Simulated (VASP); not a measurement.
The system is BeTe.

```
CELL_PARAMETERS angstrom
0.00000 2.82862 2.82862
2.82862 0.00000 2.82862
2.82862 2.82862 0.00000
ATOMIC_POSITIONS crystal
Be 0.00000 0.00000 0.00000
Te 0.25000 0.25000 0.25000
```

Base run:

```yaml
Program: VASP 6.6.1
Functional: HSE06
Potentials_or_basis: VASP PAW PBE potentials, release 64 (Be, Te)
Cutoff: 520 eV
k_mesh: 6 × 6 × 6
Occupations: gaussian, width 0.01 eV
Spin: no spin polarisation
```

Its results: band gap on the k mesh 2.67 eV (least direct gap 4.48 eV); pressure -0.9 GPa.

Problem. The run is repeated on the same cell with these changes: functional from HSE06 to PBE; further incar settings from ALGO = Normal; EDIFF = 1e-07; NBANDS = 11 to ALGO = Normal; EDIFF = 1e-06; NBANDS = 11. What comes out?

Solution. Band gap on the k mesh 2.01 eV (least direct gap 3.62 eV); pressure 0.4 GPa.

Caveats: spin-orbit coupling is left out, which moves the levels of the heavy elements; the PAW data sets were made with another functional, which shifts forces and pressure a little (at least some runs).

A k mesh can miss the band edges.
